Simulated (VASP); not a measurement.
A run of VASP 6.6.1 is set up as follows.

INCAR

```
SYSTEM = Mn
PREC = Accurate
ENCUT = 520
EDIFF = 1E-7
ISMEAR = -1
SIGMA = 0.1
LREAL = .False.
LASPH = .True.
NELM = 100
ALGO = Normal
ISIF = 2
LWAVE = .False.
LCHARG = .False.
GGA = PS
NBANDS = 12
```

The input KPOINTS:

```
Automatic mesh
0
Gamma
  16 16 16
  0 0 0
```

Contents of POSCAR:

```
Mn
1.0
    2.1591934396      0.0000000000      0.0000000000
    0.0000000000      2.1591934396      0.0000000000
    0.0000000000      0.0000000000      2.1591934396
Mn
1
Direct
    0.0000000000      0.0000000000      0.0000000000
```

Potentials or basis: VASP PAW PBE potentials, release 64 (Mn_pv).

Launch:

```sh
$ cat potpaw_PBE.64/Mn_pv/POTCAR > POTCAR
$ mpirun -np 1 vasp_std > vasp.out
```

(1) What does it give for the pressure?

Answers

(1) 40.4 GPa.

Caveat: the PAW data sets were made with another functional, which shifts forces and pressure a little; the run has no spin polarisation, though such a crystal can be magnetic.
